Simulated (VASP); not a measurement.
## MoS2: single point with PBE

The system is MoS2.

```
CELL_PARAMETERS angstrom
3.13979 0.00000 0.00000
-1.56989 2.71913 0.00000
0.00000 0.00000 12.21248
ATOMIC_POSITIONS crystal
Mo 0.33333 0.66667 0.25000
Mo 0.66667 0.33333 0.75000
S 0.33333 0.66667 0.62750
S 0.66667 0.33333 0.12750
S 0.33333 0.66667 0.87250
S 0.66667 0.33333 0.37250
```

This cell differs from its parent crystal: volume scaled by 0.98.

| Item | Value |
| --- | --- |
| Program | VASP 6.6.1 |
| Task | single point |
| Functional | PBE |
| Potentials or basis | VASP PAW PBE potentials, release 64 (Mo_sv, S) |
| Cutoff | 520 eV |
| k mesh | 10 × 10 × 3 |
| Occupations | fermi-dirac, width 0.05 eV |
| Spin | no spin polarisation |

```
Pressure               : 12.4 GPa
Largest force          : 1.584 eV/Å
Band gap on the k mesh : 0.88 eV, indirect (least direct gap 1.92 eV)
```

Forces in eV/Å, atoms in the order of the input:
```
Mo   0.000  0.000  0.000
Mo   0.000  0.000  0.000
S    0.000  0.000 -1.584
S    0.000  0.000 -1.584
S    0.000  0.000  1.584
S    0.000  0.000  1.584
```

Stress tensor (GPa, compression positive):
```
10.05  0.00  0.00
 0.00 10.05  0.00
 0.00  0.00 17.10
```

Levels at points of the mesh, in eV from the valence-band top:
| k point | band 23 | band 24 | band 25 | band 26 | band 27 | band 28 | band 29 | band 30 |
| --- | --- | --- | --- | --- | --- | --- | --- | --- |
| (0.00, 0.00, 0.00) | -2.62 | -1.34 | -1.19 | 0.00 | 2.01 | 2.01 | 2.03 | 2.03 |
| (0.50, 0.00, 0.00) | -2.07 | -1.91 | -1.63 | -1.49 | 1.43 | 1.48 | 1.95 | 2.15 |

Run time: 73 s on 1 thread of Intel(R) Xeon(R) 6975P-C (Granite Rapids), on a shared host, peak memory 0.24 GiB.

Caveat: this functional lacks dispersion, which binds the layers, so the pressure and a relaxed spacing across them are unreliable; forces of over 1 eV/Å act on the atoms, so gaps and moduli don't describe the material at rest. A k mesh can miss the band edges.
